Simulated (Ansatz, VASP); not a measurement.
## One calculation of Ge, two programs

The input INCAR:

```
PREC = Accurate
ENCUT = 520
EDIFF = 1E-6
ISMEAR = 0
SIGMA = 0.15
LREAL = False
LASPH = True
NELM = 60
ALGO = Normal
ISIF = 2
LWAVE = False
LCHARG = False
GGA = PS
NBANDS = 13
```

File KPOINTS:

```
regular mesh
0
Gamma
  24 24 22
```

POSCAR

```
Ge
1.0
    1.4033446991     -2.5572937598      0.0000000000
    1.4033446991      2.5572937598      0.0000000000
    0.0000000000      0.0000000000      2.6823686988
Ge
1
Direct
    0.5000000000      0.5000000000      0.0000000000
```

Input for Ansatz:

```yaml
crystal:
  lattice:
    - [1.4033446991, -2.5572937598, 0.0]
    - [1.4033446991, 2.5572937598, 0.0]
    - [0.0, 0.0, 2.6823686988]
  atoms:
    - { symbol: Ge, position: [0.5, 0.5, 0.0] }
basis:
  ecutwfc: 420
kpoints:
  mp_grid: { grid: [24, 24, 22] }
hamiltonian:
  xc: pbesol
scf:
  occupations: { method: gaussian, width: 0.15 }
output:
  forces: true
  stress: true
  eigenvalues: true
```

Change from the starting cell: strain +0.015 along x and y, +0.015 along z, atoms carried along.

Alike in both runs: task single point; functional PBEsol; k mesh 24 × 24 × 22; occupations gaussian, width 0.15 eV; no spin polarisation.

```csv
,VASP,Ansatz
version,VASP 6.6.1,Ansatz 0.2.0
potentials or method,"VASP PAW PBE potentials, release 64 (Ge_d), cutoff 520 eV","scalar-relativistic, plane waves, PAW"
valence electrons in the cell,14,14
```

VASP gave:

* gap on the k mesh at the Fermi level (eV): none
* pressure (GPa): -3.2
* traceless stress, the component that is largest in VASP (GPa): 1.14

Q: Which values does Ansatz return?

A: gap on the k mesh at the Fermi level (eV): none; pressure (GPa): -3.1; traceless stress, the component that is largest in VASP (GPa): 1.13.

VASP's potentials were made for PBE, not for PBEsol. A gap of «none» marks a metal or a gap that the smearing closes.
